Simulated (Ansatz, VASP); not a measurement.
# Pd: VASP beside Ansatz

```
Pd
1.0
     2.72067    0.00000    0.00000
     0.00000    2.72067    0.00000
     0.00000    0.00000    3.82481
Pd
2
Direct
  0.00000 0.00000 0.00000
  0.50000 0.50000 0.50000
```

Alike in both runs: task single point; functional LDA; k mesh 12 × 12 × 8; occupations fermi-dirac, width 0.05 eV; non-collinear spin, spin-orbit coupling.

```csv
,VASP,Ansatz
version,VASP 6.6.1,Ansatz 0.2.0
potentials or method,"VASP PAW LDA potentials, release 64 (Pd), cutoff 520 eV","plane waves (420 eV) with PAW, fully relativistic with spin-orbit coupling"
valence electrons in the cell,20,36
```

```csv
,VASP,Ansatz,Ansatz less VASP
net moment per atom (μB),0.00,0.00,0.000
```

Ansatz warns that its potentials were made for another functional, while VASP's fit it. LDA's correlation is that of Perdew and Zunger in VASP and of Perdew and Wang (1992) in Ansatz. VASP's potentials hold 20 valence electrons a cell and Ansatz's 36, so a difference there can come from the potentials and not from the codes. Ansatz's warnings: seeded moment not kept.
